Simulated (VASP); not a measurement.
Runs of VASP 6.6.1 on CuSn3. The structure is that of space group I4/mmm (No. 139), or close to it. The cells are those of the table. 

```tsv
cell	further INCAR settings	gap on the mesh (eV)	pressure (GPa)
a = 5.810 Å, angles 134.6, 134.6, 66.1°, 4 atoms	ALGO = Fast; EDIFF = 1e-06; NBANDS = 34	none	(a)
a = 5.851 Å, angles 135.0, 135.0, 65.6°, 4 atoms	ALGO = Fast; EDIFF = 1e-06; NBANDS = 34	none	-4.3
a = 5.769 Å, angles 134.3, 134.3, 66.6°, 4 atoms	ALGO = Fast; EDIFF = 1e-06; NBANDS = 34	none	-3.5
a = 5.974 Å, angles 136.0, 136.0, 64.0°, 4 atoms	ALGO = Fast; EDIFF = 1e-06; NBANDS = 34	none	(b)
a = 5.648 Å, angles 133.3, 133.3, 68.2°, 4 atoms	ALGO = Fast; EDIFF = 1e-07; NBANDS = 34	none	-1.9
```

Alike in all rows: task single point; level PBEsol; potentials or basis VASP PAW PBE potentials, release 64 (Sn_d, Cu); no spin polarisation; k mesh 7 × 7 × 7; cutoff (eV) 520; smearing fermi-dirac 0.05 eV.

Estimate the missing entries.

(a) -3.9; (b) -5.6.

Caveats: the PAW data sets were made with another functional, which shifts forces and pressure a little; spin-orbit coupling is left out, which moves the levels of the heavy elements; the cell stands under tension (at least some runs).

A k mesh can miss the band edges, and the runs leave out spin-orbit coupling on Sn.

A gap of «none» marks levels without a gap at the run's occupations.
